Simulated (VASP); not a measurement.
The system is AlN.

```
Al N
1.0
     3.10669    0.00000    0.00000
    -1.55335    2.69048    0.00000
     0.00000    0.00000    4.97859
Al N
2 2
Direct
  0.33333 0.66667 0.99920
  0.66667 0.33333 0.49920
  0.33333 0.66667 0.38080
  0.66667 0.33333 0.88080
```

Base run:

* Program: VASP 6.6.1
* Functional: r2SCAN
* Potentials or basis: VASP PAW PBE potentials, release 64 (Al, N)
* Cutoff: 520 eV
* k mesh: 12 × 12 × 6
* Occupations: gaussian, width 0.01 eV
* Spin: no spin polarisation

Its results: band gap on the k mesh 4.92 eV; pressure -0.4 GPa; largest force 0.003 eV/Å.

The run is repeated on the same cell with these changes: functional from r2SCAN to PBE; occupations from gaussian, width 0.01 eV to fermi-dirac, width 0.02 eV. What comes out?

Band gap on the k mesh 4.24 eV; pressure 4.4 GPa; largest force 0.009 eV/Å.

Caveats: the PAW data sets were made with another functional, which shifts forces and pressure a little (at least some runs); the cell stands under pressure (at least some runs).

A k mesh can miss the band edges.
